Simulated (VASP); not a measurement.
Input of a VASP 6.6.1 run:

File INCAR:

```
SYSTEM = CdTe
PREC = Accurate ; ENCUT = 520
EDIFF = 1E-6 ; ISMEAR = 0
SIGMA = 0.02 ; LREAL = .False.
LASPH = .True. ; NELM = 150
ALGO = Normal ; ISIF = 2
LWAVE = .False. ; LCHARG = .False.
MAGMOM = 0 0 0 0 0 0 ; LORBIT = 11
LSORBIT = .True. ; GGA_COMPAT = .False.
LORBMOM = .True. ; GGA = PS
NBANDS = 30
```

File KPOINTS:

```
Automatic mesh
0
Gamma
  10 10 10
  0 0 0
```

The input POSCAR:

```
CdTe
1.0
    0.0000000000      3.3241932403      3.3241932403
    3.3241932403      0.0000000000      3.3241932403
    3.3241932403      3.3241932403      0.0000000000
Cd Te
1 1
Direct
    0.0000000000      0.0000000000      0.0000000000
    0.2500000000      0.2500000000      0.2500000000
```

Potentials or basis: VASP PAW PBE potentials, release 64 (Cd, Te).

Run with:

```console
$ cat potpaw_PBE.64/Cd/POTCAR potpaw_PBE.64/Te/POTCAR > POTCAR
$ mpirun -np 1 vasp_ncl > vasp.out
```

Question: What does it give for the pressure?

Answer: -2.4 GPa.

Question: Predict the net moment.

Answer: 0.00 μB per cell.

Moments on the atoms (μB; x, y, z):
```
Cd  0.00 0.00 0.00
Te  0.00 0.00 0.00
```

Caveat: the PAW data sets were made with another functional, which shifts forces and pressure a little.
